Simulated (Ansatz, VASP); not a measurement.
# Two plane-wave programs on Zr

```
CELL_PARAMETERS angstrom
-1.58962 1.87215 1.92066
1.58962 -1.87215 1.92066
1.58962 1.87215 -1.92066
ATOMIC_POSITIONS crystal
Zr 0.50000 0.50000 0.00000
```

Alike in both runs: functional PBE; k mesh 8 × 8 × 8; occupations gaussian, width 0.1 eV; no spin polarisation.

Ansatz relaxed the structure, and its values are those at the end. VASP's run is a single point on that final structure, the one shown.

|  | VASP | Ansatz |
| --- | --- | --- |
| version | VASP 6.6.1 | Ansatz 0.2.0 |
| potentials or method | VASP PAW PBE potentials, release 64 (Zr_sv), cutoff 500 eV | scalar-relativistic, plane waves, PAW |
| valence electrons in the cell | 12 | 12 |

```tsv
	VASP	Ansatz	Ansatz less VASP
gap on the k mesh at the Fermi level (eV)	none	none	-
pressure (GPa)	0.1	0.1	-0.06
```

A gap of «none» marks a metal or a gap that the smearing closes. The functional is the same, so the differences come from potentials, cutoffs and numerics.
